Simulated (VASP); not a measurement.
Write the native input for VASP 6.6.1 that does the following.

* Task: single point
* Functional: PBE
* Potentials or basis: VASP PAW PBE potentials, release 64 (Al, Ga_d, P)
* Cutoff: 520 eV
* k mesh: 4 × 3 × 1
* Occupations: fermi-dirac, width 0.05 eV
* Spin: no spin polarisation
* Dipole correction: no
* Further INCAR settings: ALGO = Normal; EDIFF = 1e-07; NBANDS = 56

The structure of AlGa2P3 (an interface model) lies in POSCAR:

```
AlGa2P3
1.0
    2.7192440000     -2.7192440000      0.0000000000
    0.0000000000      0.0000000000      5.4384880000
   -8.1853050000     -8.1853050000      0.0000000000
Al Ga P
2 4 6
Direct
    0.0514660000      0.9657510000      0.6733190000
    0.5145100000      0.4637400000      0.8520130000
    0.9996200000      0.9721720000      0.0017330000
    0.9913460000      0.0127150000      0.3287450000
    0.4906460000      0.5502670000      0.5045130000
    0.4744890000      0.5106310000      0.1853860000
    0.0149250000      0.2455400000      0.4946060000
    0.0163920000      0.2420060000      0.8346810000
    0.0049900000      0.2559630000      0.1645160000
    0.5127040000      0.7368560000      0.3434980000
    0.4701540000      0.7510580000      0.6782670000
    0.4984960000      0.7375450000      0.9876480000
```

One way to write it, as run:

INCAR

```
SYSTEM = AlGa2P3
PREC     = Accurate       ! precision mode
ENCUT    = 520            ! plane-wave cutoff, eV
EDIFF    = 1E-7           ! SCF threshold, eV
ISMEAR   = -1             ! smearing method
SIGMA    = 0.05           ! smearing width, eV
LREAL    = .False.        ! projectors in reciprocal space
LASPH    = .True.         ! aspherical terms in the spheres
NELM     = 80             ! most SCF steps
ALGO     = Normal         ! electronic algorithm
ISIF     = 2              ! what is computed and relaxed
LWAVE    = .False.        ! write WAVECAR
LCHARG   = .False.        ! write CHGCAR
GGA      = PE             ! functional
NBANDS   = 56             ! bands
```

KPOINTS

```
Automatic mesh
0
Gamma
  4 3 1
  0 0 0
```

Potentials or basis: VASP PAW PBE potentials, release 64 (Al, Ga_d, P).

Launch:

```sh
$ cat potpaw_PBE.64/Al/POTCAR potpaw_PBE.64/Ga_d/POTCAR potpaw_PBE.64/P/POTCAR > POTCAR
$ mpirun -np 1 vasp_std > vasp.out
```

It gave:

- Pressure: 6.3 GPa
- Largest force: 6.976 eV/Å
- Band gap on the k mesh: 0.71 eV

Caveat: the k points lie up to 0.54 Å⁻¹ apart; semilocal functionals underestimate gaps, and a narrow one can read as zero.

It took 70 s on 1 thread of Intel(R) Xeon(R) 6975P-C (Granite Rapids), on a shared host, peak memory 0.35 GiB.
